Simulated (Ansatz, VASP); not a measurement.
# Bi in VASP and in Ansatz

The input INCAR:

```
SYSTEM = Bi
  ALGO = Fast
  EDIFF = 1E-6
  ENCUT = 520
  GGA = PS
  ISIF = 2
  ISMEAR = 0
  LASPH = .TRUE.
  LCHARG = .TRUE.
  LELF = .TRUE.
  LREAL = .FALSE.
  LVHAR = .TRUE.
  LWAVE = .FALSE.
  NBANDS = 14
  NELM = 80
  PREC = Accurate
  SIGMA = 0.05
```

KPOINTS

```
k-points
0
G
  12 12 12
  0 0 0
```

File POSCAR:

```
Bi
1.0
   -4.3158109194      4.3158109194      1.3921566745
    4.3158109194     -4.3158109194      1.3921566745
    4.3158109194      4.3158109194     -1.3921566745
Bi
1
Direct
    0.0000000000      0.0000000000      0.0000000000
```

Input for Ansatz:

```yaml
crystal:
  lattice:
    - [-4.3158109194, 4.3158109194, 1.3921566745]
    - [4.3158109194, -4.3158109194, 1.3921566745]
    - [4.3158109194, 4.3158109194, -1.3921566745]
  atoms:
    - { symbol: Bi, position: [0.0, 0.0, 0.0] }
basis:
  ecutwfc: 420
kpoints:
  mp_grid: { grid: [12, 12, 12] }
hamiltonian:
  xc: pbesol
scf:
  occupations: { method: gaussian, width: 0.05 }
output:
  forces: true
  stress: true
  eigenvalues: true
```

Alike in both runs: task single point; functional PBEsol; k mesh 12 × 12 × 12; occupations gaussian, width 0.05 eV; no spin polarisation.

|  | VASP | Ansatz |
| --- | --- | --- |
| version | VASP 6.6.1 | Ansatz 0.2.0 |
| potentials or method | VASP PAW PBE potentials, release 64 (Bi_d), cutoff 520 eV | scalar-relativistic, plane waves, PAW |
| valence electrons in the cell | 15 | 15 |

|  | VASP | Ansatz | Ansatz less VASP |
| --- | --- | --- | --- |
| gap on the k mesh at the Fermi level (eV) | none | none | - |
| pressure (GPa) | 1.0 | 1.1 | +0.03 |
| traceless stress, the component that is largest in VASP (GPa) | 2.47 | 2.48 | +0.014 |

VASP's potentials were made for PBE, not for PBEsol. A gap of «none» marks a metal or a gap that the smearing closes.

Spin-orbit coupling is off throughout.
